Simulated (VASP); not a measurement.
# LaPb2 (I4/mmm) in VASP: further runs

Runs on LaPb2. Level: PBE. Tasks: single point.

All numbers are computed with VASP 6.6.1; they aren't measurements. Logs are shortened: lines on timing, memory, paths and dates and some standing lists are left out, and cuts for length are marked.

**1. The cell of the first run**

It takes space group I4/mmm (No. 139, tetragonal). Conventional cell: a = 4.133 Å, b = 4.133 Å, c = 11.277 Å, α = 90.00°, β = 90.00°, γ = 90.00°. Pb (site symmetry 4mm) has 9 Pb at 3.26 to 4.20 Å and 5 La at 3.54 to 3.60 Å within 4.3 Å. Within 4.6 Å of La (site symmetry 4/mmm) lie 10 Pb at 3.54 to 3.60 Å and 4 La at 4.13 Å.

**2. Single point, PBE**

Input file INCAR:

```
ALGO     = Fast           # electronic algorithm
EDIFF    = 1E-6           # SCF threshold, eV
ENCUT    = 520            # plane-wave cutoff, eV
GGA      = PE             # functional
ISIF     = 2              # what is computed and relaxed
ISMEAR   = 1              # smearing method
LASPH    = True           # aspherical terms in the spheres
LCHARG   = False          # write CHGCAR
LREAL    = False          # projectors in reciprocal space
LWAVE    = False          # write WAVECAR
NBANDS   = 26             # bands
NELM     = 60             # most SCF steps
PREC     = Accurate       # precision mode
SIGMA    = 0.1            # smearing width, eV
```

Input file KPOINTS:

```
k-points
0
Gamma
  8 8 8
```

Input file POSCAR:

```
LaPb2
1.0
   -2.0663430000      2.0663430000      5.6384500000
    2.0663430000     -2.0663430000      5.6384500000
    2.0663430000      2.0663430000     -5.6384500000
Pb La
2 1
Direct
    0.6863945000      0.6863945000      0.0000000000
    0.3136055000      0.3136055000      0.0000000000
    0.0000000000      0.0000000000      0.0000000000
```

Potentials or basis: VASP PAW PBE potentials, release 64 (Pb_d, La).

Launch:

```bash
$ cat potpaw_PBE.64/Pb_d/POTCAR potpaw_PBE.64/La/POTCAR > POTCAR
$ mpirun -np 1 vasp_std > vasp.out
```

OUTCAR:

```text
EDIFF = 1E-6
   ENCUT = 520
   GGA = PE
   ISIF = 2
   ISMEAR = 1
   LASPH = True
   LREAL = False
   NELM = 60
   PREC = Accurate

 ion  position               nearest neighbor table
   1  0.686  0.686  0.000-   2 3.26   2 3.26   2 3.26   2 3.26   3 3.54   3 3.60   3 3.60   3 3.60
                             3 3.60
   2  0.314  0.314  0.000-   1 3.26   1 3.26   1 3.26   1 3.26   3 3.54   3 3.60   3 3.60   3 3.60
                             3 3.60
   3  0.000  0.000  0.000-   1 3.54   2 3.54   2 3.60   1 3.60   1 3.60   1 3.60   1 3.60   2 3.60
                             2 3.60   2 3.60

  LATTYP: Found a body centered tetragonal cell.
 ALAT       =     4.1326860000
 C/A-ratio  =     2.7287096092

  Lattice vectors:

 A1 = (  -2.0663430000,   2.0663430000,   5.6384500000)
 A2 = (   2.0663430000,  -2.0663430000,   5.6384500000)
 A3 = (   2.0663430000,   2.0663430000,  -5.6384500000)

Analysis of symmetry for initial positions (statically):
=====================================================================
 Subroutine PRICEL returns:
 Original cell was already a primitive cell.

 Routine SETGRP: Setting up the symmetry group for a
 body centered tetragonal supercell.

 Subroutine GETGRP returns: Found 16 space group operations
 (whereof 16 operations were pure point group operations)
 out of a pool of 16 trial point group operations.

The static configuration has the point symmetry D_4h.

Analysis of symmetry for dynamics (positions and initial velocities):
=====================================================================
 Subroutine PRICEL returns:
 Original cell was already a primitive cell.

 Routine SETGRP: Setting up the symmetry group for a
 body centered tetragonal supercell.

 Subroutine GETGRP returns: Found 16 space group operations
 (whereof 16 operations were pure point group operations)
 out of a pool of 16 trial point group operations.

The dynamic configuration has the point symmetry D_4h.

 Subroutine INISYM returns: Found 16 space group operations
 (whereof 16 operations are pure point group operations),
 and found     1 'primitive' translations

----------------------------------------------------------------------------------------

                                     Primitive cell

  volume of cell :      96.2996

  direct lattice vectors                    reciprocal lattice vectors
    -2.066343000  2.066343000  5.638450000     0.000000000  0.241973380  0.088676853
     2.066343000 -2.066343000  5.638450000     0.241973380  0.000000000  0.088676853
     2.066343000  2.066343000 -5.638450000     0.241973380  0.241973380  0.000000000

  length of vectors
     6.350721627  6.350721627  6.350721627     0.257710498  0.257710498  0.342202036

  position of ions in fractional coordinates (direct lattice)
     0.686394500  0.686394500  0.000000000
     0.313605500  0.313605500  0.000000000
     0.000000000  0.000000000  0.000000000

  ion indices of the primitive-cell ions
   primitive index   ion index
                 1           1
                 2           2
                 3           3

----------------------------------------------------------------------------------------

 KPOINTS: k-points

Automatic generation of k-mesh.
 Grid dimensions read from file:
 generate k-points for:    8    8    8

 Generating k-lattice:

  Cartesian coordinates                     Fractional coordinates (reciprocal lattice)
     0.000000000  0.030246673  0.011084607     0.125000000  0.000000000 -0.000000000
     0.030246673  0.000000000  0.011084607     0.000000000  0.125000000 -0.000000000
     0.030246673  0.030246673  0.000000000     0.000000000  0.000000000  0.125000000

  Length of vectors
     0.032213812  0.032213812  0.042775254

  Shift w.r.t. Gamma in fractional coordinates (k-lattice)
     0.000000000  0.000000000  0.000000000

 Subroutine IBZKPT returns following result:
 ===========================================

 Found     59 irreducible k-points:

 Following reciprocal coordinates:
            Coordinates               Weight
  0.000000  0.000000  0.000000      1.000000
  0.125000  0.000000 -0.000000      8.000000
  0.250000  0.000000 -0.000000      8.000000
  0.375000  0.000000  0.000000      8.000000
  0.500000  0.000000 -0.000000      4.000000
  0.125000  0.125000 -0.000000      8.000000
[... 16 lines left out ...]
  0.250000  0.125000  0.125000     16.000000
  0.375000  0.125000  0.125000      8.000000
 [... further k-points ...]
   k-points           NKPTS =     59   k-points in BZ     NKDIM =     59   number of bands    NBANDS=     26
   number of dos      NEDOS =    301   number of ions     NIONS =      3
   total plane-waves  NPLWV = 110592
   dimension x,y,z NGX =    48 NGY =   48 NGZ =   48
   dimension x,y,z NGXF=    96 NGYF=   96 NGZF=   96
   ions per type =               2   1
   NGX,Y,Z   is equivalent  to a cutoff of  12.57, 12.57, 12.57 a.u.
   NGXF,Y,Z  is equivalent  to a cutoff of  25.13, 25.13, 25.13 a.u.
 SYSTEM =  unknown system
   PREC   = accura    normal or accurate (medium, high low for compatibility)
   ISTART =      0    job   : 0-new  1-cont  2-samecut
   ICHARG =      2    charge: 1-file 2-atom 10-const
   ISPIN  =      1    spin polarized calculation?
   LNONCOLLINEAR =      F non collinear calculations
   LSORBIT =      F    spin-orbit coupling
   LASPH  =      T    aspherical Exc in radial PAW
   ENCUT  =  520.0 eV  38.22 Ry    6.18 a.u.  11.81 11.81 11.81*2*pi/ulx,y,z
   NELM   =     60;   NELMIN=  2; NELMDL= -5     # of ELM steps
   EDIFF  = 0.1E-05   stopping-criterion for ELM
   LREAL  =      F    real-space projection
   EDIFFG = 0.1E-04   stopping-criterion for IOM
   NSW    =      0    number of steps for IOM
   IBRION =     -1    ionic relax: 0-MD 1-quasi-New 2-CG
   NFREE  =      0    steps in history (QN), initial steepest desc. (CG)
   ISIF   =      2    stress and relaxation
   ISYM   =      2    0-nonsym 1-usesym 2-fastsym
   POTIM  = 0.5000    time-step for ionic-motion
   TEBEG  =    0.0;   TEEND  =   0.0 temperature during run
   PSTRESS=    0.0 pullay stress
   NELECT =      39.0000    total number of electrons
   NUPDOWN=      -1.0000    fix difference up-down
   EMIN   =  10.00;   EMAX   =-10.00  energy-range for DOS
   EFERMI =   0.00;   METHOD = LEGACY
   ISMEAR =     1;   SIGMA  =   0.10  broadening in eV -4-tet -1-fermi 0-gaus
   EFERMI_NEDOS =   21; number of points for ismear=-14 and -15
   IALGO  =     68    algorithm
   IMIX   =      4    mixing-type and parameters
     AMIX     =   0.40;   BMIX     =  1.00
     AMIX_MAG =   1.60;   BMIX_MAG =  1.00
  volume/ion in A,a.u.               =      32.10       216.62
  Fermi-wavevector in a.u.,A,eV,Ry     =   1.211216  2.288866 19.960340  1.467044
  Thomas-Fermi vector in A             =   2.346738
   LORBIT       =      0    0 simple, 1 ext, 2 COOP (PROOUT), +10 PAW based schemes
   GGA     = PE    functional components
   LHFCALC =     F    Hartree Fock is set to
   AEXX    =    0.0000 exact exchange contribution
   IVDW    =     0    specifies the selected vdW correction
   LEPSILON=     F    determine dielectric tensor
   LRPA    =     F    only Hartree local field effects (RPA)
 non-spin polarized calculation
 RMM-DIIS sequential band-by-band and
 Methfessel and Paxton  Order N= 1 SIGMA  =   0.10
  energy-cutoff  :      520.00
  volume of cell :       96.30
 maximum number of plane-waves:      2620
   NGX = 23   NGY = 23   NGZ = 23

 number of electron      38.9999999 magnetization

 Free energy of the ion-electron system (eV)
  ---------------------------------------------------
  ext. energy  EPLUGINS =         0.00000000
  ---------------------------------------------------
  free energy    TOTEN  =       -12.93629238 eV

  energy without entropy =      -12.93537286  energy(sigma->0) =      -12.93598587

 E-fermi :   7.5537     XC(G=0): -10.0011

 val. band max:        7.5402271163   @ k =  -0.2500   0.3750   0.2500
 cond. band min:       7.5599965419   @ k =  -0.1250  -0.3750   0.1250
 fundamental gap:      0.0197694256
 Fermi energy:         7.5536722270

 k-point     1 :       0.0000    0.0000    0.0000
  band No.  band energies     occupation
      1     -25.6015      2.00000
      2      -9.4709      2.00000
      3      -9.2877      2.00000
      4      -9.2877      2.00000
      5      -9.2611      2.00000
      6      -9.2203      2.00000
[... 18 lines left out ...]
     25       9.1640     -0.00000
     26       9.1741     -0.00000

 k-point     2 :       0.1250    0.0000   -0.0000
  band No.  band energies     occupation
      1     -25.5985      2.00000
      2      -9.4721      2.00000
      3      -9.3511      2.00000
      4      -9.3212      2.00000
      5      -9.2070      2.00000
      6      -9.1710      2.00000
[... 18 lines left out ...]
     25       9.1560     -0.00000
     26       9.1837     -0.00000

 k-point     3 :       0.2500    0.0000   -0.0000
  band No.  band energies     occupation
      1     -25.5912      2.00000
      2      -9.4703      2.00000
      3      -9.4020      2.00000
      4      -9.3823      2.00000
      5      -9.1697      2.00000
      6      -9.1412      2.00000
[... 18 lines left out ...]
     25       9.1664     -0.00000
     26       9.2009     -0.00000

 k-point     4 :       0.3750    0.0000    0.0000
  band No.  band energies     occupation
      1     -25.5840      2.00000
      2      -9.4870      2.00000
      3      -9.4580      2.00000
      4      -9.3693      2.00000
      5      -9.1966      2.00000
      6      -9.1435      2.00000
[... 18 lines left out ...]
     25       9.1792     -0.00000
     26       9.2274     -0.00000
[... 496 lines left out ...]
      1     -25.5812      2.00000
      2      -9.4567      2.00000
      3      -9.4300      2.00000
      4      -9.3909      2.00000
      5      -9.2088      2.00000
      6      -9.1449      2.00000
[... 18 lines left out ...]
     25       9.1743     -0.00000
     26       9.2246     -0.00000

 k-point    23 :       0.2500    0.1250    0.1250
  band No.  band energies     occupation
      1     -25.5741      2.00000
      2      -9.5035      2.00000
      3      -9.4568      2.00000
      4      -9.4098      2.00000
      5      -9.2012      2.00000
      6      -9.1418      2.00000
[... 18 lines left out ...]
     25       9.1760     -0.00000
     26       9.2356     -0.00000

 k-point    24 :       0.3750    0.1250    0.1250
  band No.  band energies     occupation
      1     -25.5712      2.00000
      2      -9.5439      2.00000
      3      -9.4586      2.00000
      4      -9.4212      2.00000
      5      -9.1925      2.00000
      6      -9.1287      2.00000
[... 18 lines left out ...]
     25       9.1949     -0.00000
     26       9.2552     -0.00000

 [... further k-points ...]
[... 5 lines left out ...]
  --------------------------------------------------------------------------------------
  -------------------------------------------------------------------------------------
  Total       -0.2816988     -0.2816988      0.5718534      0.0000000      0.0000000      0.0000000
  in kB       -4.6867425     -4.6867425      9.5141665      0.0000000      0.0000000      0.0000000
  external PRESSURE =       0.0468938 kB  Pullay stress =       0.0000000 kB

 VOLUME and BASIS-vectors are now :
 -----------------------------------------------------------------------------
  energy-cutoff  :      520.00
  volume of cell :       96.30
      direct lattice vectors                 reciprocal lattice vectors
    -2.066343000  2.066343000  5.638450000     0.000000000  0.241973380  0.088676853
     2.066343000 -2.066343000  5.638450000     0.241973380  0.000000000  0.088676853
     2.066343000  2.066343000 -5.638450000     0.241973380  0.241973380  0.000000000

 POSITION                                       TOTAL-FORCE (eV/Angst)
 -----------------------------------------------------------------------------------
      0.00000      0.00000      7.74040         0.000000      0.000000     -0.092724
      0.00000      0.00000      3.53650        -0.000000     -0.000000      0.092724
      0.00000      0.00000      0.00000         0.000000      0.000000      0.000000
 -----------------------------------------------------------------------------------
    total drift:                               -0.000000     -0.000000      0.000000

  FREE ENERGIE OF THE ION-ELECTRON SYSTEM (eV)
  ---------------------------------------------------
  free  energy   TOTEN  =       -12.9362923803 eV

  energy  without entropy=      -12.9353728551  energy(sigma->0) =      -12.93598587
```

Wall time 9.5 min (1 thread of AMD EPYC 9R45 (Zen 5), shared host); peak memory 0.4 GiB.

Results:

* Free energy: -12.9363 eV
* Pressure: 0.0 GPa
* Largest force: 0.093 eV/Å
* Band gap on the k mesh: zero (an odd number of electrons rules out a gap without spin polarisation)

Forces on the atoms (eV/Å):
```
Pb   0.000  0.000 -0.093
Pb   0.000  0.000  0.093
La   0.000  0.000  0.000
```

Caveat: spin-orbit coupling is left out, which moves the levels of the heavy elements.

**3. Single point, PBE**

Input file INCAR:

```
SYSTEM = LaPb2
PREC = Accurate
ENCUT = 520
EDIFF = 1E-6
ISMEAR = 1
SIGMA = 0.1
LREAL = .False.
LASPH = .True.
NELM = 60
ALGO = Fast
ISIF = 2
LWAVE = .False.
LCHARG = .False.
GGA = PE
NBANDS = 26
```

Input file KPOINTS:

```
regular mesh
0
Gamma
  8 8 8
  0 0 0
```

POSCAR is that of step 2.

Potentials or basis: VASP PAW PBE potentials, release 64 (Pb_d, La).

Launch:

```bash
$ cat potpaw_PBE.64/Pb_d/POTCAR potpaw_PBE.64/La/POTCAR > POTCAR
$ mpirun -np 1 vasp_std > vasp.out
```

It took 9.3 min on 1 thread of AMD EPYC 9R45 (Zen 5), shared host; peak memory 0.4 GiB.

It converged, with:

| Quantity | Value |
| --- | --- |
| Free energy | -12.9363 eV |
| Pressure | 0.0 GPa |
| Largest force | 0.093 eV/Å |
| Band gap on the k mesh | zero (an odd number of electrons rules out a gap without spin polarisation) |

Forces on the atoms (eV/Å):
```
Pb   0.000  0.000 -0.093
Pb   0.000  0.000  0.093
La   0.000  0.000  0.000
```

Stress tensor (GPa, compression positive):
```
-0.47  0.00  0.00
 0.00 -0.47  0.00
 0.00  0.00  0.95
```

Levels at points of the mesh, in eV from the Fermi level:
```csv
k point,band 16,band 17,band 18,band 19,band 20,band 21,band 22,band 23,band 24,band 25
"(0.00, 0.00, 0.00)",-6.10,-2.59,-0.70,-0.70,-0.17,1.06,1.36,1.43,1.43,1.61
"(0.50, 0.00, 0.00)",-8.35,-2.47,-1.95,-0.29,0.52,1.15,1.21,1.40,1.50,1.64
"(0.50, 0.50, 0.00)",-7.39,-3.57,-2.99,-1.87,-0.35,0.77,1.17,1.46,1.47,1.69
"(0.50, 0.50, 0.50)",-7.12,-0.95,-0.23,-0.12,-0.12,0.70,0.88,1.40,1.51,1.52
```

Caveat: spin-orbit coupling is left out, which moves the levels of the heavy elements.

**4. Single point, PBE**

Input file INCAR:

```
ALGO = Fast
EDIFF = 1E-6
ENCUT = 520
GGA = PE
ISIF = 2
ISMEAR = 0
LASPH = T
LCHARG = F
LREAL = F
LWAVE = F
NBANDS = 26
NELM = 80
PREC = Accurate
SIGMA = 0.05
```

Input file KPOINTS:

```
k-points
0
Gamma
  8 8 8
```

POSCAR is that of step 3.

Launch:

```bash
$ cat potpaw_PBE.64/Pb_d/POTCAR potpaw_PBE.64/La/POTCAR > POTCAR
$ mpirun -np 1 vasp_std > vasp.out
```

Wall time 9.9 min (1 thread of AMD EPYC 9R45 (Zen 5), shared host); peak memory 0.4 GiB.

Results (log left out):

```
Free energy            : -12.9382 eV
Pressure               : -0.1 GPa
Largest force          : 0.090 eV/Å
Band gap on the k mesh : zero (an odd number of electrons rules out a gap without spin polarisation)
```

Forces on the atoms (eV/Å):
```
Pb   0.000  0.000 -0.090
Pb   0.000  0.000  0.090
La   0.000  0.000  0.000
```

Stress tensor (GPa, compression positive):
```
-0.53  0.00  0.00
 0.00 -0.53  0.00
 0.00  0.00  0.85
```

Levels at points of the mesh, in eV from the Fermi level:
| k point | band 17 | band 18 | band 19 | band 20 | band 21 | band 22 | band 23 | band 24 |
| --- | --- | --- | --- | --- | --- | --- | --- | --- |
| (0.00, 0.00, 0.00) | -2.60 | -0.70 | -0.70 | -0.18 | 1.06 | 1.36 | 1.42 | 1.43 |
| (0.50, 0.00, 0.00) | -2.47 | -1.96 | -0.29 | 0.51 | 1.15 | 1.21 | 1.39 | 1.50 |
| (0.50, 0.50, 0.00) | -3.57 | -2.99 | -1.88 | -0.35 | 0.77 | 1.16 | 1.46 | 1.47 |
| (0.50, 0.50, 0.50) | -0.95 | -0.23 | -0.12 | -0.12 | 0.70 | 0.87 | 1.40 | 1.51 |

Caveat: spin-orbit coupling is left out, which moves the levels of the heavy elements.

**5. Single point, PBE**

Input file INCAR:

```
PREC = Accurate
ENCUT = 520
EDIFF = 1E-6
ISMEAR = 0
SIGMA = 0.05
LREAL = F
LASPH = T
NELM = 80
ALGO = Fast
ISIF = 2
LWAVE = F
LCHARG = F
GGA = PE
NBANDS = 26
```

Input file KPOINTS:

```
regular mesh
0
Gamma
  12 12 12
```

POSCAR is that of step 4.

Launch:

```bash
$ cat potpaw_PBE.64/Pb_d/POTCAR potpaw_PBE.64/La/POTCAR > POTCAR
$ mpirun -np 1 vasp_std > vasp.out
```

Wall time 25 min (1 thread of AMD EPYC 9R45 (Zen 5), shared host); peak memory 0.63 GiB.

It converged, with:

* Free energy: -12.9403 eV
* Pressure: 0.2 GPa
* Largest force: 0.090 eV/Å
* Band gap on the k mesh: zero (an odd number of electrons rules out a gap without spin polarisation)

Forces on the atoms (eV/Å):
```
Pb   0.000  0.000 -0.090
Pb   0.000  0.000  0.090
La   0.000  0.000  0.000
```

Stress tensor (GPa, compression positive):
```
-0.23  0.00  0.00
 0.00 -0.23  0.00
 0.00  0.00  0.97
```

Levels at points of the mesh, in eV from the Fermi level:
```
           k point  band 18  band 19  band 20  band 21  band 22  band 23
(0.00, 0.00, 0.00)    -0.72    -0.72    -0.19     1.04     1.34     1.41
(0.50, 0.00, 0.00)    -1.98    -0.31     0.50     1.13     1.20     1.38
(0.50, 0.50, 0.00)    -3.02    -1.89    -0.37     0.75     1.15     1.45
(0.50, 0.50, 0.50)    -0.24    -0.14    -0.14     0.68     0.86     1.39
```

Caveat: spin-orbit coupling is left out, which moves the levels of the heavy elements.

**6. The runs side by side**

```tsv
k mesh	smearing	gap on the mesh (eV)	pressure (GPa)	largest force (eV/Å)
8 × 8 × 8	methfessel-paxton 0.1 eV	none	0.0	0.09
8 × 8 × 8	gaussian 0.05 eV	none	-0.1	0.09
12 × 12 × 12	gaussian 0.05 eV	none	0.2	0.09
```

Alike in all rows: task single point; level PBE; potentials or basis VASP PAW PBE potentials, release 64 (Pb_d, La); no spin polarisation; cell as given; cutoff (eV) 520.

Caveats: spin-orbit coupling is left out, which moves the levels of the heavy elements.

Absolute energies hang on the potentials; compare differences alone.

The gap in the log of VASP goes by the Fermi energy; the results here count the filled bands.